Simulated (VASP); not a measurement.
Write the native input for VASP 6.6.1 that does the following.

```yaml
Task: relaxation of cell and atoms
Functional: RPBE
Potentials_or_basis: VASP PAW PBE potentials, release 64 (Hf_pv)
Cutoff: 600 eV
k_mesh: 10 × 10 × 5
Occupations: fermi-dirac, width 0.05 eV
Spin: no spin polarisation
Dipole_correction: no
Further_INCAR_settings: ALGO = Normal; EDIFF = 1e-06; IBRION = 2; EDIFFG = -0.01; NSW = 60; ISIF = 3
```

The structure of Hf lies in POSCAR:

```
Hf
1.0
    3.1967000000      0.0000000000      0.0000000000
   -1.5983500000      2.7684234083      0.0000000000
    0.0000000000      0.0000000000      5.0578000000
Hf
2
Direct
    0.6666666667      0.3333333333      0.7500000000
    0.3333333333      0.6666666667      0.2500000000
```

These files were run (other wordings do the same):

INCAR

```
SYSTEM = Hf
PREC     = Accurate       ! precision mode
ENCUT    = 600            ! plane-wave cutoff, eV
EDIFF    = 1E-6           ! SCF threshold, eV
ISMEAR   = -1             ! smearing method
SIGMA    = 0.05           ! smearing width, eV
LREAL    = .False.        ! projectors in reciprocal space
LASPH    = .True.         ! aspherical terms in the spheres
NELM     = 60             ! most SCF steps
ALGO     = Normal         ! electronic algorithm
ISIF     = 3              ! what is computed and relaxed
LWAVE    = .False.        ! write WAVECAR
LCHARG   = .False.        ! write CHGCAR
GGA      = RP             ! functional
IBRION   = 2              ! ionic algorithm
NSW      = 60             ! ionic steps
EDIFFG   = -0.01          ! ionic threshold
```

KPOINTS

```
regular mesh
0
Gamma
  10 10 5
  0 0 0
```

Potentials or basis: VASP PAW PBE potentials, release 64 (Hf_pv).

Command:

```console
$ cat potpaw_PBE.64/Hf_pv/POTCAR > POTCAR
$ mpirun -np 1 vasp_std > vasp.out
```

It gave:

```
Relaxed volume                        : 23.00 Å³/atom
Relaxed cell                          : a = 3.230 Å, b = 3.230 Å, c = 5.092 Å, α = 90.00°, β = 90.00°, γ = 120.00°
Space group after relaxing (to 0.1 Å) : P6_3/mmc (No. 194)
Energy gained by relaxing             : 5.8 meV/atom
Ionic steps                           : 5
Pressure after relaxing               : 0.0 GPa
Band gap on the k mesh                : zero (bands 10 and 11 overlap by 1.52 eV)
```

Caveat: the PAW data sets were made with another functional, which shifts forces and pressure a little; spin-orbit coupling is left out, which moves the levels of the heavy elements.

Wall time 84 s on 1 thread of Intel(R) Xeon(R) Platinum 8488C (Sapphire Rapids), with other jobs on the host, peak memory 0.2 GiB.
